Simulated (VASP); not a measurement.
Set up this calculation in VASP 6.6.1, as the native input.

| Quantity | Value |
| --- | --- |
| Task | relaxation of cell and atoms |
| Functional | PBE |
| Potentials or basis | VASP PAW PBE potentials, release 64 (Hf_pv, Si) |
| Cutoff | 600 eV |
| k mesh | 12 × 12 × 12 |
| Occupations | gaussian, width 0.1 eV |
| Spin | no spin polarisation |
| Dipole correction | no |
| Further INCAR settings | ALGO = Normal; EDIFF = 1e-06; IBRION = 2; EDIFFG = -0.01; NSW = 100; ISIF = 3 |

The structure of HfSi3 lies in POSCAR:

```
HfSi3
1.0
    0.0000000000      3.2402073931      3.2402073931
    3.2402073931      0.0000000000      3.2402073931
    3.2402073931      3.2402073931      0.0000000000
Hf Si
1 3
Direct
    0.5000000000      0.5000000000      0.5000000000
    0.0000000000      0.0000000000      0.0000000000
    0.7500000000      0.7500000000      0.7500000000
    0.2500000000      0.2500000000      0.2500000000
```

These files were run (other wordings do the same):

INCAR

```
SYSTEM = HfSi3
PREC = Accurate ; ENCUT = 600
EDIFF = 1E-6 ; ISMEAR = 0
SIGMA = 0.1 ; LREAL = .FALSE.
LASPH = .TRUE. ; NELM = 100
ALGO = Normal ; ISIF = 3
LWAVE = .FALSE. ; LCHARG = .FALSE.
GGA = PE ; IBRION = 2
NSW = 100 ; EDIFFG = -0.01
```

KPOINTS

```
regular mesh
0
G
  12 12 12
  0 0 0
```

Potentials or basis: VASP PAW PBE potentials, release 64 (Hf_pv, Si).

Command:

```bash
$ cat potpaw_PBE.64/Hf_pv/POTCAR potpaw_PBE.64/Si/POTCAR > POTCAR
$ mpirun -np 1 vasp_std > vasp.out
```

It gave:

- Relaxed volume: 16.79 Å³/atom
- Relaxed cell: a = 4.563 Å, b = 4.563 Å, c = 4.563 Å, α = 60.00°, β = 60.00°, γ = 60.00°
- Space group after relaxing (to 0.05 Å): Fm-3m (No. 225)
- Energy gained by relaxing: 0.8 meV/atom
- Ionic steps: 3
- Pressure after relaxing: 0.0 GPa
- Band gap on the k mesh: zero (band 11 reaches 8.49 eV, above the bottom of band 12 at 6.29 eV)

Caveat: spin-orbit coupling is left out, which moves the levels of the heavy elements.

It used 510 s of CPU time on 1 thread of AMD EPYC 7R13 Processor (Zen 3), with other jobs on the host.
